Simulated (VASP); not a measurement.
Input of a VASP 6.6.1 run:

INCAR

```
SYSTEM = C
ALGO = Normal ; EDIFF = 1E-6
ENCUT = 520 ; GGA = CA
ISIF = 2 ; ISMEAR = 0
LASPH = .TRUE. ; LCHARG = .FALSE.
LREAL = .FALSE. ; LWAVE = .FALSE.
NBANDS = 11 ; NELM = 60
PREC = Accurate ; SIGMA = 0.05
```

The input KPOINTS:

```
k-points
0
G
  13 13 13
  0 0 0
```

Contents of POSCAR:

```
C
1.0
    0.0000000000      1.7469644787      1.7469644787
    1.7469644787      0.0000000000      1.7469644787
    1.7469644787      1.7469644787      0.0000000000
C
2
Direct
    0.7500000000      0.7500000000      0.7500000000
    0.5000000000      0.5000000000      0.5000000000
```

Potentials or basis: VASP PAW LDA potentials, release 64 (C).

Run with:

```console
$ cat potpaw_LDA.64/C/POTCAR > POTCAR
$ mpirun -np 1 vasp_std > vasp.out
```

Problem. Estimate the pressure.

Solution. 17.8 GPa.

Problem. Predict the band gap on the k mesh.

Solution. 4.26 eV, indirect (least direct gap 5.72 eV).

 A k mesh can miss the band edges.
